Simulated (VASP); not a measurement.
Input of a VASP 6.6.1 run:

INCAR

```
  ALGO = Normal
  EDIFF = 1E-6
  ENCUT = 520
  GGA = PE
  ISIF = 2
  ISMEAR = 0
  ISYM = 0
  LASPH = T
  LCHARG = F
  LREAL = F
  LWAVE = F
  NBANDS = 14
  NELM = 60
  PREC = Accurate
  SIGMA = 0.1
```

The input KPOINTS:

```
k-points
0
Gamma
  11 11 13
```

File POSCAR:

```
HfB
1.0
    3.1644852965      0.0000000000      0.0000000000
    0.0000000000      3.1644852965      0.0000000000
    1.5822426483      1.5822426483      2.6510793645
Hf B
1 1
Direct
    0.0000000000      0.0000000000      0.0000000000
    0.5000000000      0.5000000000      0.0000000000
```

Potentials or basis: VASP PAW PBE potentials, release 64 (Hf_pv, B).

Launch:

```bash
$ cat potpaw_PBE.64/Hf_pv/POTCAR potpaw_PBE.64/B/POTCAR > POTCAR
$ mpirun -np 1 vasp_std > vasp.out
```

Problem. What does it give for the pressure?

Solution. 21.4 GPa.

Stress tensor (GPa, compression positive):
```
 42.22  -0.24   0.03
 -0.24  42.22   0.03
  0.03   0.03 -20.22
```
